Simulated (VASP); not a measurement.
# Nb (I4/mmm) in VASP: a series of runs, part 2 of 3

VASP 6.6.1. Earlier steps stand in the parts before.

### 3 Single point, PBEsol (equal xx and yy strain of -2 %)

INCAR reads:

```
SYSTEM = Nb
PREC = Accurate
ENCUT = 520
EDIFF = 1E-6
ISMEAR = -1
SIGMA = 0.08
LREAL = .FALSE.
LASPH = .TRUE.
NELM = 60
ALGO = Normal
ISIF = 2
LWAVE = .FALSE.
LCHARG = .FALSE.
GGA = PS
NBANDS = 12
```

KPOINTS reads:

```
regular mesh
0
G
  13 13 13
  0 0 0
```

POSCAR reads:

```
Nb
1.0
    0.0000000000      2.0727000000      2.1150000000
    2.0727000000      0.0000000000      2.1150000000
    2.0727000000      2.0727000000      0.0000000000
Nb
1
Direct
    0.0000000000      0.0000000000      0.0000000000
```

Potentials or basis: VASP PAW PBE potentials, release 64 (Nb_sv).

Started as:

```bash
$ cat potpaw_PBE.64/Nb_sv/POTCAR > POTCAR
$ mpirun -np 1 vasp_std > vasp.out
```

Wall time 25 s (1 thread of AMD EPYC 9R14 (Zen 4), shared host); peak memory 0.14 GiB.

The run converged. Its results:

```
Free energy : -10.6245 eV
Pressure    : -0.5 GPa
```

Stress tensor (GPa, compression positive):
```
-2.38  0.00  0.00
 0.00 -2.38  0.00
 0.00  0.00  3.31
```

Levels at points of the mesh, in eV from the Fermi level:
| k point | band 4 | band 5 | band 6 | band 7 | band 8 | band 9 |
| --- | --- | --- | --- | --- | --- | --- |
| (0.00, 0.00, 0.00) | -29.98 | -6.31 | -0.06 | 0.18 | 0.18 | 2.64 |

Caveat: the cell differs from its parent crystal (equal xx and yy strain of -2 %); the PAW data sets were made with another functional, which shifts forces and pressure a little.

### 4 Single point, PBEsol (equal xx and yy strain of -1 %)

INCAR: that of step 3 with these lines changed.

```diff
@@ -3,3 +3,3 @@
 ENCUT = 520
-EDIFF = 1E-6
+EDIFF = 1E-7
 ISMEAR = -1
@@ -8,3 +8,3 @@
 LASPH = .TRUE.
-NELM = 60
+NELM = 100
 ALGO = Normal
```

KPOINTS is that of step 3.

POSCAR reads:

```
Nb
1.0
    0.0000000000      2.0938500000      2.1150000000
    2.0938500000      0.0000000000      2.1150000000
    2.0938500000      2.0938500000      0.0000000000
Nb
1
Direct
    0.0000000000      0.0000000000      0.0000000000
```

Potentials or basis: VASP PAW PBE potentials, release 64 (Nb_sv).

Started as:

```bash
$ cat potpaw_PBE.64/Nb_sv/POTCAR > POTCAR
$ mpirun -np 1 vasp_std > vasp.out
```

OUTCAR:

```text
SYSTEM = Nb
   PREC = Accurate
   ENCUT = 520
   EDIFF = 1E-7
   ISMEAR = -1
   LREAL = .FALSE.
   LASPH = .TRUE.
   NELM = 100
   ISIF = 2
   GGA = PS

 ion  position               nearest neighbor table
   1  0.000  0.000  0.000-

  LATTYP: Found a body centered tetragonal cell.
 ALAT       =     2.9611510676
 C/A-ratio  =     1.4284985479

  Lattice vectors:

 A1 = (  -2.0938500000,   0.0000000000,   2.1150000000)
 A2 = (   2.0938500000,   0.0000000000,   2.1150000000)
 A3 = (   0.0000000000,   2.0938500000,  -2.1150000000)

Analysis of symmetry for initial positions (statically):
=====================================================================
 Subroutine PRICEL returns:
 Original cell was already a primitive cell.

 Routine SETGRP: Setting up the symmetry group for a
 body centered tetragonal supercell.

 Subroutine GETGRP returns: Found 16 space group operations
 (whereof 16 operations were pure point group operations)
 out of a pool of 16 trial point group operations.

The static configuration has the point symmetry D_4h.

Analysis of symmetry for dynamics (positions and initial velocities):
=====================================================================
 Subroutine PRICEL returns:
 Original cell was already a primitive cell.

 Routine SETGRP: Setting up the symmetry group for a
 body centered tetragonal supercell.

 Subroutine GETGRP returns: Found 16 space group operations
 (whereof 16 operations were pure point group operations)
 out of a pool of 16 trial point group operations.

The dynamic configuration has the point symmetry D_4h.

 Subroutine INISYM returns: Found 16 space group operations
 (whereof 16 operations are pure point group operations),
 and found     1 'primitive' translations

----------------------------------------------------------------------------------------

                                     Primitive cell

  volume of cell :      18.5452

  direct lattice vectors                    reciprocal lattice vectors
     0.000000000  2.093850000  2.115000000    -0.238794565  0.238794565  0.236406619
     2.093850000  0.000000000  2.115000000     0.238794565 -0.238794565  0.236406619
     2.093850000  2.093850000  0.000000000     0.238794565  0.238794565 -0.236406619

  length of vectors
     2.976143952  2.976143952  2.961151068     0.412230249  0.412230249  0.412230249

  position of ions in fractional coordinates (direct lattice)
     0.000000000  0.000000000  0.000000000

  ion indices of the primitive-cell ions
   primitive index   ion index
                 1           1

----------------------------------------------------------------------------------------

 KPOINTS: regular mesh

Automatic generation of k-mesh.
 Grid dimensions read from file:
 generate k-points for:   13   13   13

 Generating k-lattice:

  Cartesian coordinates                     Fractional coordinates (reciprocal lattice)
    -0.018368813  0.018368813  0.018185125     0.076923077  0.000000000  0.000000000
     0.018368813 -0.018368813  0.018185125     0.000000000  0.076923077  0.000000000
     0.018368813  0.018368813 -0.018185125     0.000000000  0.000000000  0.076923077

  Length of vectors
     0.031710019  0.031710019  0.031710019

  Shift w.r.t. Gamma in fractional coordinates (k-lattice)
     0.000000000  0.000000000  0.000000000

 Subroutine IBZKPT returns following result:
 ===========================================

 Found    196 irreducible k-points:

 Following reciprocal coordinates:
            Coordinates               Weight
  0.000000  0.000000  0.000000      1.000000
  0.076923 -0.000000  0.000000      8.000000
  0.153846  0.000000  0.000000      8.000000
  0.230769 -0.000000  0.000000      8.000000
  0.307692  0.000000  0.000000      8.000000
  0.384615 -0.000000  0.000000      8.000000
[... 16 lines left out ...]
  0.384615  0.153846  0.000000      8.000000
  0.461538  0.153846  0.000000      8.000000
 [... further k-points ...]
   k-points           NKPTS =    196   k-points in BZ     NKDIM =    196   number of bands    NBANDS=     12
   number of dos      NEDOS =    301   number of ions     NIONS =      1
   total plane-waves  NPLWV =  13824
   dimension x,y,z NGX =    24 NGY =   24 NGZ =   24
   dimension x,y,z NGXF=    48 NGYF=   48 NGZF=   48
   ions per type =               1
   NGX,Y,Z   is equivalent  to a cutoff of  13.41, 13.41, 13.47 a.u.
   NGXF,Y,Z  is equivalent  to a cutoff of  26.81, 26.81, 26.95 a.u.
 SYSTEM =  Nb
   PREC   = accura    normal or accurate (medium, high low for compatibility)
   ISTART =      0    job   : 0-new  1-cont  2-samecut
   ICHARG =      2    charge: 1-file 2-atom 10-const
   ISPIN  =      1    spin polarized calculation?
   LNONCOLLINEAR =      F non collinear calculations
   LSORBIT =      F    spin-orbit coupling
   LASPH  =      T    aspherical Exc in radial PAW
   ENCUT  =  520.0 eV  38.22 Ry    6.18 a.u.   5.53  5.53  5.51*2*pi/ulx,y,z
   NELM   =    100;   NELMIN=  2; NELMDL= -5     # of ELM steps
   EDIFF  = 0.1E-06   stopping-criterion for ELM
   LREAL  =      F    real-space projection
   EDIFFG = 0.1E-05   stopping-criterion for IOM
   NSW    =      0    number of steps for IOM
   IBRION =     -1    ionic relax: 0-MD 1-quasi-New 2-CG
   NFREE  =      0    steps in history (QN), initial steepest desc. (CG)
   ISIF   =      2    stress and relaxation
   ISYM   =      2    0-nonsym 1-usesym 2-fastsym
   POTIM  = 0.5000    time-step for ionic-motion
   TEBEG  =    0.0;   TEEND  =   0.0 temperature during run
   PSTRESS=    0.0 pullay stress
   NELECT =      13.0000    total number of electrons
   NUPDOWN=      -1.0000    fix difference up-down
   EMIN   =  10.00;   EMAX   =-10.00  energy-range for DOS
   EFERMI =   0.00;   METHOD = LEGACY
   ISMEAR =    -1;   SIGMA  =   0.08  broadening in eV -4-tet -1-fermi 0-gaus
   EFERMI_NEDOS =   21; number of points for ismear=-14 and -15
   IALGO  =     38    algorithm
   IMIX   =      4    mixing-type and parameters
     AMIX     =   0.40;   BMIX     =  1.00
     AMIX_MAG =   1.60;   BMIX_MAG =  1.00
  volume/ion in A,a.u.               =      18.55       125.15
  Fermi-wavevector in a.u.,A,eV,Ry     =   1.454271  2.748174 28.775032  2.114905
  Thomas-Fermi vector in A             =   2.571441
   LORBIT       =      0    0 simple, 1 ext, 2 COOP (PROOUT), +10 PAW based schemes
   GGA     = PS    functional components
   LHFCALC =     F    Hartree Fock is set to
   AEXX    =    0.0000 exact exchange contribution
   IVDW    =     0    specifies the selected vdW correction
   LEPSILON=     F    determine dielectric tensor
   LRPA    =     F    only Hartree local field effects (RPA)
 non-spin polarized calculation
  energy-cutoff  :      520.00
  volume of cell :       18.55
 maximum number of plane-waves:       532
 NGX is ok and might be reduce to    24
   NGX = 11   NGY = 11   NGZ = 11

 number of electron      13.0000001 magnetization

 Free energy of the ion-electron system (eV)
  ---------------------------------------------------
  ext. energy  EPLUGINS =         0.00000000
  ---------------------------------------------------
  free energy    TOTEN  =       -10.61651830 eV

  energy without entropy =      -10.58365323  energy(sigma->0) =      -10.60008576

 E-fermi :  10.9793     XC(G=0): -12.4814

 val. band max:       10.9699592963   @ k =  -0.4615   0.0000   0.2308
 cond. band min:      10.9804909545   @ k =   0.4615  -0.0000   0.0000
 fundamental gap:      0.0105316582
 Fermi energy:        10.9793265635

 k-point     1 :       0.0000    0.0000    0.0000
  band No.  band energies     occupation
      1     -43.6840      2.00000
      2     -19.0691      2.00000
      3     -19.0674      2.00000
      4     -19.0674      2.00000
      5       4.7169      2.00000
      6      11.0145      0.78352
      7      11.1334      0.25448
      8      11.1334      0.25448
      9      13.6474      0.00000
     10      13.8081      0.00000
     11      22.8456      0.00000
     12      27.4345      0.00000
[... 331 lines left out ...]
 k-point    24 :       0.4615    0.1538    0.0000
  band No.  band energies     occupation
      1     -43.4756      2.00000
      2     -20.1531      2.00000
      3     -19.3765      2.00000
      4     -19.2846      2.00000
      5       7.7472      2.00000
      6       9.9352      2.00000
      7      10.9525      1.16609
      8      11.7963      0.00007
      9      15.7985      0.00000
     10      16.2370      0.00000
     11      21.8715      0.00000
     12      24.5415      0.00000

 [... further k-points ...]

------------------------ aborting loop because EDIFF is reached ----------------------------------------

  FORCE on cell =-STRESS in cart. coord.  units (eV):
  Direction    XX          YY          ZZ          XY          YZ          ZX
  --------------------------------------------------------------------------------------
  -------------------------------------------------------------------------------------
  Total       -0.5439944     -0.5439944     -0.2279121      0.0000000      0.0000000     -0.0000000
  in kB      -46.9973627    -46.9973627    -19.6900307      0.0000000      0.0000000     -0.0000000
  external PRESSURE =     -37.8949187 kB  Pullay stress =       0.0000000 kB

 VOLUME and BASIS-vectors are now :
 -----------------------------------------------------------------------------
  energy-cutoff  :      520.00
  volume of cell :       18.55
      direct lattice vectors                 reciprocal lattice vectors
     0.000000000  2.093850000  2.115000000    -0.238794565  0.238794565  0.236406619
     2.093850000  0.000000000  2.115000000     0.238794565 -0.238794565  0.236406619
     2.093850000  2.093850000  0.000000000     0.238794565  0.238794565 -0.236406619

 POSITION                                       TOTAL-FORCE (eV/Angst)
 -----------------------------------------------------------------------------------
      0.00000      0.00000      0.00000         0.000000      0.000000      0.000000
 -----------------------------------------------------------------------------------
    total drift:                               -0.000000     -0.000000     -0.000000

  FREE ENERGIE OF THE ION-ELECTRON SYSTEM (eV)
  ---------------------------------------------------
  free  energy   TOTEN  =       -10.6165182977 eV

  energy  without entropy=      -10.5836532254  energy(sigma->0) =      -10.60008576
```

OSZICAR:

```text
N       E                     dE             d eps       ncg     rms          rms(c)
DAV:   1     0.116962158254E+03    0.11696E+03   -0.72524E+03  4712   0.108E+03
DAV:   2    -0.630627661224E+01   -0.12327E+03   -0.11895E+03  5168   0.388E+02
DAV:   3    -0.108270229951E+02   -0.45207E+01   -0.43222E+01  6712   0.659E+01
DAV:   4    -0.111436579021E+02   -0.31663E+00   -0.31396E+00  6716   0.153E+01
DAV:   5    -0.111558073852E+02   -0.12149E-01   -0.12138E-01  6916   0.248E+00    0.696E+00
DAV:   6    -0.106759914149E+02    0.47982E+00   -0.72366E-01  7492   0.104E+01    0.244E+00
DAV:   7    -0.106131704661E+02    0.62821E-01   -0.21526E-01  7752   0.559E+00    0.101E+00
DAV:   8    -0.106164560056E+02   -0.32855E-02   -0.13405E-02  5648   0.150E+00    0.468E-02
DAV:   9    -0.106165026995E+02   -0.46694E-04   -0.86957E-04  7984   0.319E-01    0.354E-02
DAV:  10    -0.106165189283E+02   -0.16229E-04   -0.14825E-05  5644   0.470E-02    0.148E-02
DAV:  11    -0.106165182777E+02    0.65056E-06   -0.85222E-06  6348   0.476E-02    0.210E-03
DAV:  12    -0.106165182977E+02   -0.20005E-07   -0.85324E-07  6600   0.788E-03
   1 F= -.10616518E+02 E0= -.10600086E+02  d E =-.328651E-01
```

It took 27 s on 1 thread of AMD EPYC 9R14 (Zen 4), shared host; peak memory 0.13 GiB.

What came out:

* Free energy: -10.6165 eV
* Pressure: -3.8 GPa

Levels at points of the mesh, in eV from the Fermi level:
| k point | band 3 | band 4 | band 5 | band 6 | band 7 | band 8 | band 9 | band 10 |
| --- | --- | --- | --- | --- | --- | --- | --- | --- |
| (0.00, 0.00, 0.00) | -30.05 | -30.05 | -6.26 | 0.04 | 0.15 | 0.15 | 2.67 | 2.83 |

Caveat: the cell differs from its parent crystal (equal xx and yy strain of -1 %); the PAW data sets were made with another functional, which shifts forces and pressure a little.

(Continued in part 3 of 3.)
